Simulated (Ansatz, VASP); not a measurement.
**ZnO: VASP beside Ansatz**

```
CELL_PARAMETERS angstrom
3.23534 0.00000 0.00000
-1.61767 2.80189 0.00000
0.00000 0.00000 5.31517
ATOMIC_POSITIONS crystal
Zn 0.33333 0.66667 0.00005
Zn 0.66667 0.33333 0.50005
O 0.33333 0.66667 0.37495
O 0.66667 0.33333 0.87495
```

Change from the starting cell: uniaxial_z strain +2.0%.

Alike in both runs: task single point; functional r2SCAN; k mesh 12 × 12 × 6; no spin polarisation.

|  | VASP | Ansatz |
| --- | --- | --- |
| version | VASP 6.6.1 | Ansatz 0.2.0 |
| potentials or method | VASP PAW PBE potentials, release 64 (Zn, O) | plane waves, PAW |
| plane-wave cutoff (eV) | 520 | 500 |
| occupations | gaussian, width 0.01 eV | fixed |
| valence electrons in the cell | 36 | 36 |

VASP gave:

* gap on the k mesh at the Fermi level (eV): 1.18
* pressure (GPa): -2.0
* traceless stress, the component that is largest in VASP (GPa): -1.62

Task: Estimate Ansatz's values.

Result: gap on the k mesh at the Fermi level (eV): 1.18; pressure (GPa): -2.9; traceless stress, the component that is largest in VASP (GPa): -1.54.

VASP's potentials were made for PBE, not for r2SCAN.
